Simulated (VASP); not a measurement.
The system is ScTa2.

```
CELL_PARAMETERS angstrom
4.01458 0.00000 0.00000
-2.00729 3.47673 0.00000
0.00000 0.00000 4.33724
ATOMIC_POSITIONS crystal
Sc 0.00000 0.00000 0.00000
Ta 0.33333 0.66667 0.50873
Ta 0.66667 0.33333 0.49127
```

* Program: VASP 6.6.1
* Task: relaxation of cell and atoms
* Functional: PBE
* Potentials or basis: VASP PAW PBE potentials, release 64 (Sc_sv, Ta_pv)
* Cutoff: 600 eV
* k mesh: 6 × 6 × 4
* Occupations: gaussian, width 0.1 eV
* Spin: no spin polarisation

At the start: pressure 22.3 GPa; volume 20.18 Å³/atom.

Task: Where does the relaxation end?

Result: Over 16 steps the energy falls by 1162.2 meV/atom and the volume is 19.91 Å³/atom (-1.3 %); space group P6/mmm (No. 191, to 0.05 Å).

The path:
| step | energy change (eV) | largest force (eV/Å) | pressure (GPa) | volume (Å³) |
| --- | --- | --- | --- | --- |
| 1 | 0.0000 | 0.1940 | 22.29 | 60.54 |
| 2 | -0.7106 | 0.0222 | -20.01 | 86.04 |
| 3 | -1.6602 | 0.1349 | -9.30 | 73.47 |
| 4 | -1.6623 | 0.1490 | -8.49 | 72.90 |
| 5 | -2.6340 | 0.0482 | -4.66 | 64.91 |
| 6 | -3.0129 | 0.0233 | 1.93 | 60.24 |
| 7 | -2.5950 | 0.0459 | 30.45 | 50.42 |
| 8 | -3.1257 | 0.0622 | 6.21 | 58.18 |
| 9 | -3.2144 | 0.0503 | 15.41 | 54.35 |
| 10 | -3.2382 | 0.0621 | 11.79 | 55.70 |
| 11 | -3.2817 | 0.0346 | 7.53 | 56.68 |
| 12 | -3.3980 | 0.0352 | 8.71 | 56.30 |
| 13 | -3.4845 | 0.0312 | 0.56 | 59.51 |
| 14 | -3.4846 | 0.0309 | 0.31 | 59.62 |
| 15 | -3.4862 | 0.0315 | 0.09 | 59.69 |
| 16 | -3.4865 | 0.0320 | -0.07 | 59.73 |

Final structure:
```yaml
crystal:
  lattice:
    - [4.82962, 0.00000, 0.00000]
    - [-2.41481, 4.18257, 0.00000]
    - [0.00000, 0.00000, 2.95704]
  atoms:
    - { symbol: Sc, position: [0.00000, 0.00000, 0.00000] }
    - { symbol: Ta, position: [0.33333, 0.66667, 0.50401] }
    - { symbol: Ta, position: [0.66667, 0.33333, 0.49599] }
```

Caveat: the k points lie up to 0.53 Å⁻¹ apart in the final cell.
